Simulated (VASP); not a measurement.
Runs of VASP 6.6.1 on As. The structure is that of space group R-3m (No. 166), or close to it. The cells are those of the table. 

| potentials or basis | cell | k mesh | cutoff (eV) | smearing | second run | gap on the mesh (eV) | pressure (GPa) | largest force (eV/Å) |
| --- | --- | --- | --- | --- | --- | --- | --- | --- |
| VASP PAW PBE potentials, release 64 (As) | a = 5.197 Å, angles 40.4°, 2 atoms | 9 × 9 × 9 | 520 | gaussian 0.02 eV | - | (a) | 0.7 | 0.06 |
| VASP PAW PBE potentials, release 64 (As) | a = 4.131 Å, angles 54.2°, 2 atoms | 6 × 6 × 6 | 520 | gaussian 0.1 eV | - | none | 1.9 | 0.09 |
| VASP PAW PBE potentials, release 64 (As) | a = 5.343 Å, angles 39.3°, 2 atoms | 9 × 9 × 9 | 520 | gaussian 0.02 eV | - | 0.43 | (c) | 0.06 |
| VASP PAW PBE potentials, release 64 (As) | a = 5.627 Å, angles 37.2°, 2 atoms | 9 × 9 × 9 | 520 | gaussian 0.02 eV | - | (b) | -0.1 | 0.06 |
| VASP PAW PBE potentials, release 64 (As) | a = 5.771 Å, angles 36.2°, 2 atoms | 9 × 9 × 9 | 520 | gaussian 0.02 eV | - | (d) | -0.1 | 0.06 |
| VASP PAW PBE potentials, release 64 (As) | a = 5.487 Å, angles 38.2°, 2 atoms | 9 × 9 × 9 | 520 | gaussian 0.02 eV | - | 0.65 | 0.1 | 0.06 |
| VASP PAW PBE potentials, release 64 (As_d) | a = 4.131 Å, angles 54.2°, 2 atoms | 6 × 6 × 6 | 660 | gaussian 0.1 eV | valence_matched | none | 1.8 | 0.07 |

Alike in all rows: task single point; level r2SCAN; no spin polarisation.

Task: Fill in the values left out.

Result: (a) 0.20; (b) 0.85; (c) 0.4; (d) 1.03.

Caveats: the PAW data sets were made with another functional, which shifts forces and pressure a little.

A k mesh can miss the band edges, and the runs leave out spin-orbit coupling on As.

A gap of «none» marks levels without a gap at the run's occupations.

The runs don't all hold the same shells in valence.
